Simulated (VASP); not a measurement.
# ZnS (R3m) in VASP: single point with r2SCAN

Aim: the single point of ZnS with r2SCAN.

All numbers are computed with VASP 6.6.1; they aren't measurements. Logs are shortened: lines on timing, memory, paths and dates and some standing lists are left out, and cuts for length are marked.

### 1 The cell of the first run

The structure is trigonal, space group R3m (No. 160). The conventional cell has a = 3.806 Å, b = 3.806 Å, c = 28.056 Å, α = 90.00°, β = 90.00°, γ = 120.00°. Within 3.1 Å of Zn (site symmetry 3m) lie 4 S at 2.33 to 2.34 Å. Zn (site symmetry 3m) has 4 S at 2.33 Å within 3.1 Å. Within 3.1 Å of Zn (site symmetry 3m) lie 4 S at 2.33 to 2.34 Å. S (site symmetry 3m) has 4 Zn at 2.33 to 2.34 Å within 3.1 Å. S (site symmetry 3m) has 4 Zn at 2.33 to 2.34 Å within 3.1 Å. S (site symmetry 3m) has 4 Zn at 2.33 Å within 3.1 Å.

### 2 Single point, r2SCAN

Input file POSCAR:

```
ZnS
1.0
    1.9030700000      1.0987379768      9.3519466667
   -1.9030700000      1.0987379768      9.3519466667
    0.0000000000     -2.1974759536      9.3519466667
Zn S
3 3
Direct
    0.9999666667      0.9999666667      0.9999666667
    0.2222700000      0.2222700000      0.2222700000
    0.4446133333      0.4446133333      0.4446133333
    0.0832700000      0.0832700000      0.0832700000
    0.5278433333      0.5278433333      0.5278433333
    0.3053600000      0.3053600000      0.3053600000
```

Input file INCAR.step1:

```
ALGO = Normal ; EDIFF = 1E-5
ENCUT = 550 ; GGA = PE
GGA_COMPAT = False ; ISMEAR = 1
LASPH = True ; LCHARG = False
LREAL = False ; LWAVE = True
NBANDS = 36 ; NELM = 120
PREC = Accurate ; SIGMA = 0.01
```

Input file INCAR.step2:

```
ALGO = Normal ; EDIFF = 1E-6
ENCUT = 550 ; GGA_COMPAT = False
ISIF = 2 ; ISMEAR = 1
ISTART = 1 ; LASPH = True
LCHARG = False ; LMIXTAU = True
LREAL = False ; LWAVE = False
METAGGA = R2SCAN ; NBANDS = 36
NELM = 120 ; PREC = Accurate
SIGMA = 0.01
```

Input file KPOINTS:

```
k-points
0
Gamma
  6 6 6
```

Potentials or basis: VASP PAW PBE potentials, release 64 (Zn, S).

Command:

```bash
$ cat potpaw_PBE.64/Zn/POTCAR potpaw_PBE.64/S/POTCAR > POTCAR
$ cp INCAR.step1 INCAR
$ mpirun -np 1 vasp_std > vasp.out
$ cp INCAR.step2 INCAR
$ mpirun -np 1 vasp_std > vasp.out
```

OUTCAR:

```text
EDIFF = 1E-6
   ENCUT = 550
   ISIF = 2
   ISMEAR = 1
   ISTART = 1
   LASPH = True
   LREAL = False
   METAGGA = R2SCAN
   NELM = 120
   PREC = Accurate

 ion  position               nearest neighbor table
   1  1.000  1.000  1.000-   6 2.33   6 2.33   6 2.33   4 2.34
   2  0.222  0.222  0.222-   6 2.33   5 2.33   5 2.33   5 2.33
   3  0.445  0.445  0.445-   4 2.33   4 2.33   4 2.33   5 2.34
   4  0.083  0.083  0.083-   3 2.33   3 2.33   3 2.33   1 2.34
   5  0.528  0.528  0.528-   2 2.33   2 2.33   2 2.33   3 2.34
   6  0.305  0.305  0.305-   2 2.33   1 2.33   1 2.33   1 2.33

  LATTYP: Found a trigonal (rhomboedric) cell.
 ALAT       =     9.6066543096
 COS(alpha) =     0.9215134579

  Lattice vectors:

 A1 = (   1.9030700000,   1.0987379768,   9.3519466667)
 A2 = (  -1.9030700000,   1.0987379768,   9.3519466667)
 A3 = (   0.0000000000,  -2.1974759536,   9.3519466667)

Analysis of symmetry for initial positions (statically):
=====================================================================
 Subroutine PRICEL returns:
 Original cell was already a primitive cell.

 Routine SETGRP: Setting up the symmetry group for a
 trigonal (rhombohedral) supercell.

 Subroutine GETGRP returns: Found  6 space group operations
 (whereof  6 operations were pure point group operations)
 out of a pool of 12 trial point group operations.

The static configuration has the point symmetry C_3v.

Analysis of symmetry for dynamics (positions and initial velocities):
=====================================================================
 Subroutine PRICEL returns:
 Original cell was already a primitive cell.

 Routine SETGRP: Setting up the symmetry group for a
 trigonal (rhombohedral) supercell.

 Subroutine GETGRP returns: Found  6 space group operations
 (whereof  6 operations were pure point group operations)
 out of a pool of 12 trial point group operations.

The dynamic configuration has the point symmetry C_3v.

 Subroutine INISYM returns: Found  6 space group operations
 (whereof  6 operations are pure point group operations),
 and found     1 'primitive' translations

----------------------------------------------------------------------------------------

                                     Primitive cell

  volume of cell :     117.3281

  direct lattice vectors                    reciprocal lattice vectors
     1.903070000  1.098737977  9.351946667     0.262733373  0.151689184  0.035643203
    -1.903070000  1.098737977  9.351946667    -0.262733373  0.151689184  0.035643203
     0.000000000 -2.197475954  9.351946667     0.000000000 -0.303378367  0.035643203

  length of vectors
     9.606654310  9.606654310  9.606654310     0.305465009  0.305465009  0.305465009

  position of ions in fractional coordinates (direct lattice)
     0.999966667  0.999966667  0.999966667
     0.222270000  0.222270000  0.222270000
     0.444613333  0.444613333  0.444613333
     0.083270000  0.083270000  0.083270000
     0.527843333  0.527843333  0.527843333
     0.305360000  0.305360000  0.305360000

  ion indices of the primitive-cell ions
   primitive index   ion index
                 1           1
                 2           2
                 3           3
                 4           4
                 5           5
                 6           6

----------------------------------------------------------------------------------------

 KPOINTS: k-points

Automatic generation of k-mesh.
 Grid dimensions read from file:
 generate k-points for:    6    6    6

 Generating k-lattice:

  Cartesian coordinates                     Fractional coordinates (reciprocal lattice)
     0.043788895  0.025281531  0.005940534     0.166666667  0.000000000  0.000000000
    -0.043788895  0.025281531  0.005940534     0.000000000  0.166666667  0.000000000
     0.000000000 -0.050563061  0.005940534     0.000000000  0.000000000  0.166666667

  Length of vectors
     0.050910835  0.050910835  0.050910835

  Shift w.r.t. Gamma in fractional coordinates (k-lattice)
     0.000000000  0.000000000  0.000000000

 Subroutine IBZKPT returns following result:
 ===========================================

 Found     32 irreducible k-points:

 Following reciprocal coordinates:
            Coordinates               Weight
  0.000000  0.000000  0.000000      1.000000
  0.166667  0.000000  0.000000      6.000000
  0.333333  0.000000  0.000000      6.000000
  0.500000  0.000000  0.000000      3.000000
  0.166667  0.166667  0.000000      6.000000
  0.333333  0.166667  0.000000     12.000000
[... 16 lines left out ...]
  0.500000  0.500000  0.166667      6.000000
 -0.333333  0.500000  0.166667     12.000000
 [... further k-points ...]
   k-points           NKPTS =     32   k-points in BZ     NKDIM =     32   number of bands    NBANDS=     36
   number of dos      NEDOS =    301   number of ions     NIONS =      6
   total plane-waves  NPLWV = 512000
   dimension x,y,z NGX =    80 NGY =   80 NGZ =   80
   dimension x,y,z NGXF=   160 NGYF=  160 NGZF=  160
   ions per type =               3   3
   NGX,Y,Z   is equivalent  to a cutoff of  13.84, 13.84, 13.84 a.u.
   NGXF,Y,Z  is equivalent  to a cutoff of  27.69, 27.69, 27.69 a.u.
 SYSTEM =  unknown system
   PREC   = accura    normal or accurate (medium, high low for compatibility)
   ISTART =      1    job   : 0-new  1-cont  2-samecut
   ICHARG =      0    charge: 1-file 2-atom 10-const
   ISPIN  =      1    spin polarized calculation?
   LNONCOLLINEAR =      F non collinear calculations
   LSORBIT =      F    spin-orbit coupling
   LASPH  =      T    aspherical Exc in radial PAW
   ENCUT  =  550.0 eV  40.42 Ry    6.36 a.u.  18.37 18.37 18.37*2*pi/ulx,y,z
   NELM   =    120;   NELMIN=  2; NELMDL=  0     # of ELM steps
   EDIFF  = 0.1E-05   stopping-criterion for ELM
   LREAL  =      F    real-space projection
   EDIFFG = 0.1E-04   stopping-criterion for IOM
   NSW    =      0    number of steps for IOM
   IBRION =     -1    ionic relax: 0-MD 1-quasi-New 2-CG
   NFREE  =      0    steps in history (QN), initial steepest desc. (CG)
   ISIF   =      2    stress and relaxation
   ISYM   =      2    0-nonsym 1-usesym 2-fastsym
   POTIM  = 0.5000    time-step for ionic-motion
   TEBEG  =    0.0;   TEEND  =   0.0 temperature during run
   PSTRESS=    0.0 pullay stress
   NELECT =      54.0000    total number of electrons
   NUPDOWN=      -1.0000    fix difference up-down
   EMIN   =  10.00;   EMAX   =-10.00  energy-range for DOS
   EFERMI =   0.00;   METHOD = LEGACY
   ISMEAR =     1;   SIGMA  =   0.01  broadening in eV -4-tet -1-fermi 0-gaus
   EFERMI_NEDOS =   21; number of points for ismear=-14 and -15
   IALGO  =     38    algorithm
   IMIX   =      4    mixing-type and parameters
     AMIX     =   0.40;   BMIX     =  1.00
     AMIX_MAG =   1.60;   BMIX_MAG =  1.00
  volume/ion in A,a.u.               =      19.55       131.96
  Fermi-wavevector in a.u.,A,eV,Ry     =   1.263976  2.388568 21.737135  1.597634
  Thomas-Fermi vector in A             =   2.397305
   LORBIT       =      0    0 simple, 1 ext, 2 COOP (PROOUT), +10 PAW based schemes
   METAGGA = R2SCAN    functional components
   LHFCALC =     F    Hartree Fock is set to
   AEXX    =    0.0000 exact exchange contribution
   IVDW    =     0    specifies the selected vdW correction
   LEPSILON=     F    determine dielectric tensor
   LRPA    =     F    only Hartree local field effects (RPA)
 non-spin polarized calculation
 Methfessel and Paxton  Order N= 1 SIGMA  =   0.01
  energy-cutoff  :      550.00
  volume of cell :      117.33
 maximum number of plane-waves:      3491
 NGX is ok and might be reduce to    80
   NGX = 37   NGY = 37   NGZ = 37

 number of electron      54.0000000 magnetization

 Free energy of the ion-electron system (eV)
  ---------------------------------------------------
  ext. energy  EPLUGINS =         0.00000000
  ---------------------------------------------------
  free energy    TOTEN  =       -56.58704156 eV

  energy without entropy =      -56.58704692  energy(sigma->0) =      -56.58704334

 E-fermi :   1.9365     XC(G=0): -10.3235

 val. band max:        1.9280581336   @ k =   0.0000   0.0000   0.0000
 cond. band min:       4.6958849000   @ k =   0.0000   0.0000   0.0000
 fundamental gap:      2.7678267664
 Fermi energy:         1.9364769397

 k-point     1 :       0.0000    0.0000    0.0000
  band No.  band energies     occupation
      1     -11.8286      2.00000
      2     -11.1449      2.00000
      3     -11.1342      2.00000
      4      -4.6132      2.00000
      5      -4.6034      2.00000
      6      -4.6034      2.00000
[... 28 lines left out ...]
     35       9.3333      0.00000
     36       9.7937      0.00000

 k-point     2 :       0.1667    0.0000    0.0000
  band No.  band energies     occupation
      1     -11.6374      2.00000
      2     -11.0552      2.00000
      3     -10.9630      2.00000
      4      -4.6129      2.00000
      5      -4.5798      2.00000
      6      -4.5663      2.00000
[... 28 lines left out ...]
     35       9.4313      0.00000
     36      10.1657      0.00000

 k-point     3 :       0.3333    0.0000    0.0000
  band No.  band energies     occupation
      1     -11.1819      2.00000
      2     -10.7921      2.00000
      3     -10.6916      2.00000
      4      -4.6086      2.00000
      5      -4.5630      2.00000
      6      -4.5084      2.00000
[... 28 lines left out ...]
     35      10.3217      0.00000
     36      10.9380      0.00000
[... 742 lines left out ...]
 k-point    23 :       0.5000    0.5000    0.1667
  band No.  band energies     occupation
      1     -11.0879      2.00000
      2     -10.9916      2.00000
      3     -10.5861      2.00000
      4      -4.6261      2.00000
      5      -4.5603      2.00000
      6      -4.5050      2.00000
[... 28 lines left out ...]
     35      10.3413      0.00000
     36      10.4826      0.00000

 k-point    24 :      -0.3333    0.5000    0.1667
  band No.  band energies     occupation
      1     -10.8024      2.00000
      2     -10.7937      2.00000
      3     -10.5349      2.00000
      4      -4.5597      2.00000
      5      -4.4981      2.00000
      6      -4.4697      2.00000
[... 28 lines left out ...]
     35      10.0538      0.00000
     36      11.2547      0.00000

 [... further k-points ...]

------------------------ aborting loop because EDIFF is reached ----------------------------------------

  FORCE on cell =-STRESS in cart. coord.  units (eV):
  Direction    XX          YY          ZZ          XY          YZ          ZX
  --------------------------------------------------------------------------------------
  -------------------------------------------------------------------------------------
  Total        0.1062776      0.1062776      0.1087074      0.0000000      0.0000000     -0.0000000
  in kB        1.4512764      1.4512764      1.4844573      0.0000000      0.0000000     -0.0000000
  external PRESSURE =       1.4623367 kB  Pullay stress =       0.0000000 kB

 VOLUME and BASIS-vectors are now :
 -----------------------------------------------------------------------------
  energy-cutoff  :      550.00
  volume of cell :      117.33
      direct lattice vectors                 reciprocal lattice vectors
     1.903070000  1.098737977  9.351946667     0.262733373  0.151689184  0.035643203
    -1.903070000  1.098737977  9.351946667    -0.262733373  0.151689184  0.035643203
     0.000000000 -2.197475954  9.351946667     0.000000000 -0.303378367  0.035643203

 POSITION                                       TOTAL-FORCE (eV/Angst)
 -----------------------------------------------------------------------------------
      0.00000      0.00000     28.05490         0.000000      0.000000      0.011746
      0.00000      0.00000      6.23597         0.000000      0.000000     -0.003377
      0.00000      0.00000     12.47400         0.000000      0.000000     -0.014604
      0.00000      0.00000      2.33621         0.000000      0.000000     -0.002329
      0.00000      0.00000     14.80909         0.000000      0.000000     -0.001539
      0.00000      0.00000      8.56713         0.000000     -0.000000      0.010102
 -----------------------------------------------------------------------------------
    total drift:                                0.000000      0.000000     -0.001578

  FREE ENERGIE OF THE ION-ELECTRON SYSTEM (eV)
  ---------------------------------------------------
  free  energy   TOTEN  =       -56.5870415553 eV

  energy  without entropy=      -56.5870469239  energy(sigma->0) =      -56.58704334
```

Wall time 63 min (1 thread of AMD EPYC 9R45 (Zen 5), shared host); peak memory 1.1 GiB.

Results:

| Property | Result |
| --- | --- |
| Free energy | -56.5870 eV |
| Pressure | 0.1 GPa |
| Largest force | 0.015 eV/Å |
| Band gap on the k mesh | 2.77 eV |

Forces in eV/Å, atoms in the order of the input:
```
Zn   0.000  0.000  0.012
Zn   0.000  0.000 -0.003
Zn   0.000  0.000 -0.015
S    0.000  0.000 -0.002
S    0.000  0.000 -0.002
S    0.000  0.000  0.010
```

Caveat: the PAW data sets were made with another functional, which shifts forces and pressure a little.
